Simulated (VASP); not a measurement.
# Y (Im-3m) in VASP: further runs

The runs below take Y through single point, relaxation of cell and atoms, with PBE.

Everything below comes from runs of VASP 6.6.1. Logs are shortened: lines on timing, memory, paths and dates and some standing lists are left out, and cuts for length are marked.

### 1 The cell of the first run

The structure is cubic, space group Im-3m (No. 229). The conventional cell has a = 4.048 Å, b = 4.048 Å, c = 4.048 Å, α = 90.00°, β = 90.00°, γ = 90.00°. Y (site symmetry m-3m) has 14 Y at 3.51 to 4.05 Å within 4.6 Å.

This isn't the form of Y at room conditions, which is hcp.

### 2 Single point, PBE

INCAR reads:

```
PREC = Accurate
ENCUT = 520
EDIFF = 1E-7
ISMEAR = -1
SIGMA = 0.05
LREAL = False
LASPH = True
NELM = 100
ALGO = Normal
ISIF = 2
LWAVE = False
LCHARG = True
GGA = PE
LELF = True
LVHAR = True
NBANDS = 12
```

KPOINTS reads:

```
Automatic mesh
0
Gamma
  6 6 6
```

POSCAR reads:

```
Y
1.0
    2.0238965846      2.0238965846      2.0238965846
   -2.0238965846      2.0238965846      2.0238965846
   -2.0238965846     -2.0238965846      2.0238965846
Y
1
Direct
    0.0000000000      0.0000000000      0.0000000000
```

Potentials or basis: VASP PAW PBE potentials, release 64 (Y_sv).

On the command line:

```console
$ cat potpaw_PBE.64/Y_sv/POTCAR > POTCAR
$ mpirun -np 1 vasp_std > vasp.out
```

OUTCAR:

```text
PREC = Accurate
   ENCUT = 520
   EDIFF = 1E-7
   ISMEAR = -1
   LREAL = False
   LASPH = True
   NELM = 100
   ISIF = 2
   GGA = PE

 ion  position               nearest neighbor table
   1  0.000  0.000  0.000-

  LATTYP: Found a body centered cubic cell.
 ALAT       =     4.0477931692

  Lattice vectors:

 A1 = (   2.0238965846,  -2.0238965846,  -2.0238965846)
 A2 = (   2.0238965846,   2.0238965846,   2.0238965846)
 A3 = (  -2.0238965846,  -2.0238965846,   2.0238965846)

Analysis of symmetry for initial positions (statically):
=====================================================================
 Subroutine PRICEL returns:
 Original cell was already a primitive cell.

 Routine SETGRP: Setting up the symmetry group for a
 body centered cubic supercell.

 Subroutine GETGRP returns: Found 48 space group operations
 (whereof 48 operations were pure point group operations)
 out of a pool of 48 trial point group operations.

The static configuration has the point symmetry O_h .

Analysis of symmetry for dynamics (positions and initial velocities):
=====================================================================
 Subroutine PRICEL returns:
 Original cell was already a primitive cell.

 Routine SETGRP: Setting up the symmetry group for a
 body centered cubic supercell.

 Subroutine GETGRP returns: Found 48 space group operations
 (whereof 48 operations were pure point group operations)
 out of a pool of 48 trial point group operations.

The dynamic configuration has the point symmetry O_h .

 Subroutine INISYM returns: Found 48 space group operations
 (whereof 48 operations are pure point group operations),
 and found     1 'primitive' translations

----------------------------------------------------------------------------------------

                                     Primitive cell

  volume of cell :      33.1608

  direct lattice vectors                    reciprocal lattice vectors
     2.023896585  2.023896585  2.023896585     0.247048196  0.000000000  0.247048196
    -2.023896585  2.023896585  2.023896585    -0.247048196  0.247048196  0.000000000
    -2.023896585 -2.023896585  2.023896585     0.000000000 -0.247048196  0.247048196

  length of vectors
     3.505491714  3.505491714  3.505491714     0.349378909  0.349378909  0.349378909

  position of ions in fractional coordinates (direct lattice)
     0.000000000  0.000000000  0.000000000

  ion indices of the primitive-cell ions
   primitive index   ion index
                 1           1

----------------------------------------------------------------------------------------

 KPOINTS: Automatic mesh

Automatic generation of k-mesh.
 Grid dimensions read from file:
 generate k-points for:    6    6    6

 Generating k-lattice:

  Cartesian coordinates                     Fractional coordinates (reciprocal lattice)
     0.041174699  0.000000000  0.041174699     0.166666667  0.000000000  0.000000000
    -0.041174699  0.041174699  0.000000000     0.000000000  0.166666667  0.000000000
     0.000000000 -0.041174699  0.041174699     0.000000000  0.000000000  0.166666667

  Length of vectors
     0.058229818  0.058229818  0.058229818

  Shift w.r.t. Gamma in fractional coordinates (k-lattice)
     0.000000000  0.000000000  0.000000000

 Subroutine IBZKPT returns following result:
 ===========================================

 Found     16 irreducible k-points:

 Following reciprocal coordinates:
            Coordinates               Weight
  0.000000  0.000000  0.000000      1.000000
  0.166667  0.000000  0.000000     12.000000
  0.333333  0.000000  0.000000     12.000000
  0.500000  0.000000  0.000000      6.000000
  0.333333  0.166667  0.000000     24.000000
  0.500000  0.166667 -0.000000     48.000000
[... 8 lines left out ...]
  0.500000  0.333333  0.333333     12.000000
  0.500000  0.500000  0.500000      1.000000
   k-points           NKPTS =     16   k-points in BZ     NKDIM =     16   number of bands    NBANDS=     12
   number of dos      NEDOS =    301   number of ions     NIONS =      1
   total plane-waves  NPLWV =  21952
   dimension x,y,z NGX =    28 NGY =   28 NGZ =   28
   dimension x,y,z NGXF=    56 NGYF=   56 NGZF=   56
   ions per type =               1
   NGX,Y,Z   is equivalent  to a cutoff of  13.28, 13.28, 13.28 a.u.
   NGXF,Y,Z  is equivalent  to a cutoff of  26.56, 26.56, 26.56 a.u.
 SYSTEM =  unknown system
   PREC   = accura    normal or accurate (medium, high low for compatibility)
   ISTART =      0    job   : 0-new  1-cont  2-samecut
   ICHARG =      2    charge: 1-file 2-atom 10-const
   ISPIN  =      1    spin polarized calculation?
   LNONCOLLINEAR =      F non collinear calculations
   LSORBIT =      F    spin-orbit coupling
   LASPH  =      T    aspherical Exc in radial PAW
   ENCUT  =  520.0 eV  38.22 Ry    6.18 a.u.   6.52  6.52  6.52*2*pi/ulx,y,z
   NELM   =    100;   NELMIN=  2; NELMDL= -5     # of ELM steps
   EDIFF  = 0.1E-06   stopping-criterion for ELM
   LREAL  =      F    real-space projection
   EDIFFG = 0.1E-05   stopping-criterion for IOM
   NSW    =      0    number of steps for IOM
   IBRION =     -1    ionic relax: 0-MD 1-quasi-New 2-CG
   NFREE  =      0    steps in history (QN), initial steepest desc. (CG)
   ISIF   =      2    stress and relaxation
   ISYM   =      2    0-nonsym 1-usesym 2-fastsym
   POTIM  = 0.5000    time-step for ionic-motion
   TEBEG  =    0.0;   TEEND  =   0.0 temperature during run
   PSTRESS=    0.0 pullay stress
   NELECT =      11.0000    total number of electrons
   NUPDOWN=      -1.0000    fix difference up-down
   EMIN   =  10.00;   EMAX   =-10.00  energy-range for DOS
   EFERMI =   0.00;   METHOD = LEGACY
   ISMEAR =    -1;   SIGMA  =   0.05  broadening in eV -4-tet -1-fermi 0-gaus
   EFERMI_NEDOS =   21; number of points for ismear=-14 and -15
   IALGO  =     38    algorithm
   IMIX   =      4    mixing-type and parameters
     AMIX     =   0.40;   BMIX     =  1.00
     AMIX_MAG =   1.60;   BMIX_MAG =  1.00
  volume/ion in A,a.u.               =      33.16       223.78
  Fermi-wavevector in a.u.,A,eV,Ry     =   1.133263  2.141557 17.473761  1.284285
  Thomas-Fermi vector in A             =   2.269966
   LORBIT       =      0    0 simple, 1 ext, 2 COOP (PROOUT), +10 PAW based schemes
   GGA     = PE    functional components
   LHFCALC =     F    Hartree Fock is set to
   AEXX    =    0.0000 exact exchange contribution
   IVDW    =     0    specifies the selected vdW correction
   LEPSILON=     F    determine dielectric tensor
   LRPA    =     F    only Hartree local field effects (RPA)
 non-spin polarized calculation
  energy-cutoff  :      520.00
  volume of cell :       33.16
 maximum number of plane-waves:       935
 NGX is ok and might be reduce to    28
   NGX = 13   NGY = 13   NGZ = 13

 number of electron      11.0000000 magnetization

 Free energy of the ion-electron system (eV)
  ---------------------------------------------------
  ext. energy  EPLUGINS =         0.00000000
  ---------------------------------------------------
  free energy    TOTEN  =        -6.31470435 eV

  energy without entropy =       -6.28745458  energy(sigma->0) =       -6.30107947

 E-fermi :   3.1154     XC(G=0):  -9.3940

 val. band max:        3.0659786044   @ k =   0.1667   0.5000   0.1667
 cond. band min:       3.1636350228   @ k =   0.5000   0.1667  -0.0000
 fundamental gap:      0.0976564184
 Fermi energy:         3.1153924301

 k-point     1 :       0.0000    0.0000    0.0000
  band No.  band energies     occupation
      1     -39.7917      2.00000
      2     -19.4944      2.00000
      3     -19.4944      2.00000
      4     -19.4944      2.00000
      5      -1.7094      2.00000
      6       4.7408      0.00000
      7       4.7408      0.00000
      8       4.7408      0.00000
      9       6.6397      0.00000
     10       6.6397      0.00000
     11      13.3061      0.00000
     12      13.3061      0.00000

 k-point     2 :       0.1667    0.0000    0.0000
  band No.  band energies     occupation
      1     -39.7757      2.00000
      2     -19.6328      2.00000
      3     -19.5379      2.00000
      4     -19.4950      2.00000
      5      -1.0242      2.00000
      6       4.2881      0.00000
      7       4.3892      0.00000
      8       5.4184      0.00000
      9       6.2288      0.00000
     10       6.6534      0.00000
     11      13.6876      0.00000
     12      14.5033      0.00000

 k-point     3 :       0.3333    0.0000    0.0000
  band No.  band energies     occupation
      1     -39.7435      2.00000
      2     -19.8975      2.00000
      3     -19.6235      2.00000
      4     -19.4963      2.00000
      5       0.4764      2.00000
      6       3.5703      0.00022
      7       3.5898      0.00015
      8       6.4919      0.00000
      9       6.9041      0.00000
     10       7.2490      0.00000
     11      12.2750      0.00000
     12      12.5048      0.00000
[... 166 lines left out ...]
 k-point    15 :       0.5000    0.3333    0.3333
  band No.  band energies     occupation
      1     -39.6920      2.00000
      2     -19.9050      2.00000
      3     -19.8156      2.00000
      4     -19.7755      2.00000
      5       1.9807      2.00000
      6       2.0543      2.00000
      7       5.6773      0.00000
      8       5.8113      0.00000
      9       8.4329      0.00000
     10       8.4490      0.00000
     11      10.0790      0.00000
     12      10.9468      0.00000

 k-point    16 :       0.5000    0.5000    0.5000
  band No.  band energies     occupation
      1     -39.6802      2.00000
      2     -19.8644      2.00000
      3     -19.8644      2.00000
      4     -19.8644      2.00000
      5       1.6552      2.00000
      6       1.6552      2.00000
      7       8.3083      0.00000
      8       8.3083      0.00000
      9       8.3083      0.00000
     10       8.4853      0.00000
     11       8.4853      0.00000
     12       8.4853      0.00000

------------------------ aborting loop because EDIFF is reached ----------------------------------------

  FORCE on cell =-STRESS in cart. coord.  units (eV):
  Direction    XX          YY          ZZ          XY          YZ          ZX
  --------------------------------------------------------------------------------------
  -------------------------------------------------------------------------------------
  Total       -0.0135393     -0.0135393     -0.0135393      0.0000000     -0.0000000      0.0000000
  in kB       -0.6541560     -0.6541560     -0.6541560      0.0000000     -0.0000000      0.0000000
  external PRESSURE =      -0.6541560 kB  Pullay stress =       0.0000000 kB

 VOLUME and BASIS-vectors are now :
 -----------------------------------------------------------------------------
  energy-cutoff  :      520.00
  volume of cell :       33.16
      direct lattice vectors                 reciprocal lattice vectors
     2.023896585  2.023896585  2.023896585     0.247048196  0.000000000  0.247048196
    -2.023896585  2.023896585  2.023896585    -0.247048196  0.247048196  0.000000000
    -2.023896585 -2.023896585  2.023896585     0.000000000 -0.247048196  0.247048196

 POSITION                                       TOTAL-FORCE (eV/Angst)
 -----------------------------------------------------------------------------------
      0.00000      0.00000      0.00000        -0.000000      0.000000     -0.000000
 -----------------------------------------------------------------------------------
    total drift:                               -0.000000     -0.000000     -0.000000

  FREE ENERGIE OF THE ION-ELECTRON SYSTEM (eV)
  ---------------------------------------------------
  free  energy   TOTEN  =        -6.3147043524 eV

  energy  without entropy=       -6.2874545843  energy(sigma->0) =       -6.30107947
```

It took 17 s on 1 thread of Intel Xeon 8259CL, shared host; peak memory 0.17 GiB.

Results:

- Free energy: -6.3147 eV
- Pressure: -0.1 GPa
- Band gap on the k mesh: zero (an odd number of electrons rules out a gap without spin polarisation)

Caveat: the k points lie up to 0.37 Å⁻¹ apart, too coarse for converged energies and pressures of a metal.

### 3 Relaxation of cell and atoms, PBE

This run uses another cell than the first one, of 32.97 Å³/atom.

INCAR reads:

```
SYSTEM = Y
PREC = Accurate
ENCUT = 600
EDIFF = 1E-6
ISMEAR = -1
SIGMA = 0.05
LREAL = .FALSE.
LASPH = .TRUE.
NELM = 80
ALGO = Normal
ISIF = 3
LWAVE = .FALSE.
LCHARG = .FALSE.
GGA = PE
IBRION = 2
NSW = 80
EDIFFG = -0.01
```

KPOINTS reads:

```
Automatic mesh
0
G
  6 6 6
  0 0 0
```

POSCAR reads:

```
Y
1.0
    2.0200000000      2.0200000000      2.0200000000
   -2.0200000000      2.0200000000      2.0200000000
   -2.0200000000     -2.0200000000      2.0200000000
Y
1
Direct
    0.0000000000      0.0000000000      0.0000000000
```

Potentials or basis: VASP PAW PBE potentials, release 64 (Y_sv).

On the command line:

```console
$ cat potpaw_PBE.64/Y_sv/POTCAR > POTCAR
$ mpirun -np 1 vasp_std > vasp.out
```

Wall time 17 s (1 thread of Intel Xeon 8259CL, shared host); peak memory 0.17 GiB.

It converged, with:

```
Free energy                           : -6.3147 eV
Relaxed volume                        : 33.07 Å³/atom
Relaxed cell                          : a = 3.502 Å, b = 3.502 Å, c = 3.502 Å, α = 70.53°, β = 109.47°, γ = 70.53°
Space group after relaxing (to 0.1 Å) : Im-3m (No. 229)
Energy gained by relaxing             : 0.1 meV/atom
Ionic steps                           : 2
Pressure after relaxing               : 0.0 GPa
Band gap on the k mesh                : zero (an odd number of electrons rules out a gap without spin polarisation)
```

Final structure:
```cif
data_structure
_symmetry_space_group_name_H-M 'P 1'
_symmetry_Int_Tables_number 1
_cell_length_a 3.5024
_cell_length_b 3.5024
_cell_length_c 3.5024
_cell_angle_alpha 70.529
_cell_angle_beta 109.471
_cell_angle_gamma 70.529
_cell_volume 33.07
loop_
_atom_site_label
_atom_site_type_symbol
_atom_site_fract_x
_atom_site_fract_y
_atom_site_fract_z
_atom_site_occupancy
Y1 Y 0.00000 0.00000 0.00000 1
```

Levels at points of the mesh, in eV from the Fermi level:
```tsv
k point	band 2	band 3	band 4	band 5	band 6	band 7	band 8	band 9
(0.00, 0.00, 0.00)	-22.60	-22.60	-22.60	-4.83	1.63	1.63	1.63	3.53
(0.50, 0.00, 0.00)	-23.14	-22.77	-22.60	-2.01	0.15	0.69	3.46	4.10
(0.50, 0.50, 0.50)	-22.97	-22.97	-22.97	-1.47	-1.47	5.21	5.21	5.21
```

Caveat: the k points lie up to 0.37 Å⁻¹ apart in the final cell, too coarse for converged energies and pressures of a metal.
